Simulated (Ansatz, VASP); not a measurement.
## Two plane-wave programs on SnO

```xyz
4
Lattice="3.4233 0.0000 0.0000 -1.7116 2.9646 0.0000 0.0000 0.0000 6.4180" Properties=species:S:1:pos:R:3 pbc="T T T"
Sn    0.0000    0.0000    0.0000
Sn    0.0000    0.0000    3.2090
O     0.0000    1.9764    1.6045
O     1.7116    0.9882    4.8135
```

Alike in both runs: task single point; functional PBE; k mesh 12 × 12 × 4; occupations fermi-dirac, width 0.02 eV; no spin polarisation.

```csv
,VASP,Ansatz
version,VASP 6.6.1,Ansatz 0.2.0
potentials or method,"VASP PAW PBE potentials, release 64 (Sn_d, O)","plane waves, PAW"
plane-wave cutoff (eV),520,420
valence electrons in the cell,40,40
```

```tsv
	VASP	Ansatz	Ansatz less VASP
pressure (GPa)	2.6	2.6	0.00
traceless stress, the component that is largest in VASP (GPa)	0.15	0.12	-0.023
```
